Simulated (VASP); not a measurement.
Li2AlO2: single point with PBE

Crystal: Li2AlO2.

```
Li Al O
1.0
     2.83365    0.00000    0.00000
    -1.41682    2.45401    0.00000
     0.00000    0.00000    7.47102
Li Al O
2 1 2
Cartesian
  1.4168 0.8180 2.3995
  0.0000 1.6360 5.0716
  0.0000 0.0000 0.0000
  0.0000 1.6360 1.0271
  1.4168 0.8180 6.4439
```

```
Program                 : VASP 6.6.1
Task                    : single point
Functional              : PBE
Potentials or basis     : VASP PAW PBE potentials, release 64 (Li_sv, Al, O)
Cutoff                  : 520 eV
k mesh                  : 12 × 12 × 4
Occupations             : gaussian, width 0.1 eV
Spin                    : no spin polarisation
Dipole correction       : no
k mesh for the DOS      : 18 × 18 × 6
Occupations for the DOS : tetrahedron
Further INCAR settings  : ALGO = Normal; EDIFF = 1e-06; NBANDS = 18
```

| Item | Value |
| --- | --- |
| Valence electrons inside the program's atomic spheres | Li 2.07; Al 0.71; O 5.13 |

Levels at points of the mesh, in eV from the Fermi level:
```
           k point  band 8  band 9  band 10  band 11  band 12  band 13  band 14  band 15
(0.00, 0.00, 0.00)   -5.58   -4.85    -4.85    -2.75     2.08     3.27     4.61    10.01
(0.50, 0.00, 0.00)   -6.43   -5.96    -5.52     1.58     2.28     4.34     5.00     7.13
(0.00, 0.00, 0.50)   -5.58   -4.85    -4.85    -2.42     1.38     3.63     5.11    10.04
(0.50, 0.00, 0.50)   -6.43   -5.95    -5.52     1.11     2.76     4.50     5.49     6.04
```

Wall time 4.6 min on 1 thread of Intel Xeon 8259CL, with other jobs on the host, peak memory 0.29 GiB.

Caveat: an odd number of electrons without spin polarisation forces a metal; a magnetic or distorted state may lie lower.
